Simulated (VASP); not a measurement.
Write the native input for VASP 6.6.1 that does the following.

* Task: relaxation of shape and atoms at fixed volume
* Functional: LDA
* Potentials or basis: VASP PAW LDA potentials, release 64 (Re)
* Cutoff: 600 eV
* k mesh: 18 × 18 × 10
* Occupations: gaussian, width 0.1 eV
* Spin: no spin polarisation
* Dipole correction: no
* Further INCAR settings: ALGO = Normal; EDIFF = 1e-06; IBRION = 2; EDIFFG = -0.01; NSW = 50; ISIF = 4

The structure of Re lies in POSCAR:

```
Re
1.0
    2.6524409180      0.0000000000      0.0000000000
   -1.3262204590      2.2970812170      0.0000000000
    0.0000000000      0.0000000000      4.2807915558
Re
2
Direct
    0.3333333333      0.6666666667      0.2500000000
    0.6666666667      0.3333333333      0.7500000000
```

The input as run:

INCAR

```
PREC = Accurate ; ENCUT = 600
EDIFF = 1E-6 ; ISMEAR = 0
SIGMA = 0.1 ; LREAL = F
LASPH = T ; NELM = 100
ALGO = Normal ; ISIF = 4
LWAVE = F ; LCHARG = F
GGA = CA ; IBRION = 2
NSW = 50 ; EDIFFG = -0.01
```

KPOINTS

```
Automatic mesh
0
Gamma
  18 18 10
```

Potentials or basis: VASP PAW LDA potentials, release 64 (Re).

The run is started by

```console
$ cat potpaw_LDA.64/Re/POTCAR > POTCAR
$ mpirun -np 1 vasp_std > vasp.out
```

It gave:

- Pressure after relaxing: 50.4 GPa
- Band gap on the k mesh: zero (bands 7 and 8 overlap by 4.14 eV)

Caveat: spin-orbit coupling is left out, which moves the levels of the heavy elements.

It took 110 s on 1 thread of Intel Xeon 8259CL, on a shared host, peak memory 0.2 GiB.
